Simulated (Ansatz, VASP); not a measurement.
# One calculation of PbSe, two programs

```
Pb Se
1.0
     0.00000    3.06215    3.06215
     3.06215    0.00000    3.06215
     3.06215    3.06215    0.00000
Pb Se
1 1
Direct
  0.50000 0.50000 0.50000
  0.00000 0.00000 0.00000
```

Alike in both runs: task single point; functional PBE; k mesh 6 × 6 × 6; occupations gaussian, width 0.05 eV; no spin polarisation.

|  | VASP | Ansatz |
| --- | --- | --- |
| version | VASP 6.6.1 | Ansatz 0.2.0 |
| potentials or method | VASP PAW PBE potentials, release 64 (Pb_d, Se), cutoff 500 eV | scalar-relativistic, plane waves, PAW |
| valence electrons in the cell | 20 | 30 |

Ansatz gave:

| Property | Result |
| --- | --- |
| gap on the k mesh at the Fermi level (eV) | 0.29 |
| least direct gap on the mesh (eV) | 0.29 |
| pressure (GPa) | 2.3 |

Task: What did VASP give for the same quantities?

Result: gap on the k mesh at the Fermi level (eV): 0.30; least direct gap on the mesh (eV): 0.30; pressure (GPa): 2.3.

VASP's potentials hold 20 valence electrons a cell and Ansatz's 30, so a difference there can come from the potentials and not from the codes.

Spin-orbit coupling is off throughout.
